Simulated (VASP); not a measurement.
Wanted: the native input for a VASP 6.6.1 run.

| Property | Result |
| --- | --- |
| Task | single point |
| Functional | PBE |
| Potentials or basis | VASP PAW PBE potentials, release 64 (Ti_sv, N, O) |
| Cutoff | 520 eV |
| k mesh | 18 × 18 × 4 |
| Occupations | gaussian, width 0.1 eV |
| Spin | no spin polarisation |
| Dipole correction | no |
| Further INCAR settings | ALGO = Normal; EDIFF = 1e-06; NBANDS = 46 |

The structure of Ti4NO3 lies in POSCAR:

```
Ti4NO3
1.0
    2.8495025541      0.0000000000      0.0000000000
   -1.4247512771      2.4677416000      0.0000000000
    0.0000000000      0.0000000000     11.1512378145
Ti N O
4 1 3
Direct
    0.6666666667      0.3333333333      0.8736835834
    0.6666666667      0.3333333333      0.1263164166
    0.6666666667      0.3333333333      0.3809743258
    0.6666666667      0.3333333333      0.6190256742
    0.0000000000      0.0000000000      0.5000000000
    0.0000000000      0.0000000000      0.0000000000
    0.0000000000      0.0000000000      0.2503542272
    0.0000000000      0.0000000000      0.7496457728
```

These files were run (other wordings do the same):

INCAR

```
SYSTEM = Ti4NO3
PREC = Accurate ; ENCUT = 520
EDIFF = 1E-6 ; ISMEAR = 0
SIGMA = 0.1 ; LREAL = .False.
LASPH = .True. ; NELM = 80
ALGO = Normal ; ISIF = 2
LWAVE = .False. ; LCHARG = .False.
GGA = PE ; NBANDS = 46
```

KPOINTS

```
regular mesh
0
Gamma
  18 18 4
  0 0 0
```

Potentials or basis: VASP PAW PBE potentials, release 64 (Ti_sv, N, O).

The run is started by

```bash
$ cat potpaw_PBE.64/Ti_sv/POTCAR potpaw_PBE.64/N/POTCAR potpaw_PBE.64/O/POTCAR > POTCAR
$ mpirun -np 1 vasp_std > vasp.out
```

It gave:

```yaml
Pressure: 0.5 GPa
Largest_force: 0.012 eV/Å
Band_gap_on_the_k_mesh: zero (an odd number of electrons rules out a gap without spin polarisation)
```

Caveat: an odd number of electrons without spin polarisation forces a metal; a magnetic or distorted state may lie lower.

Wall time 7 min on 1 thread of Intel(R) Xeon(R) Platinum 8488C (Sapphire Rapids), on a shared host, peak memory 0.43 GiB.
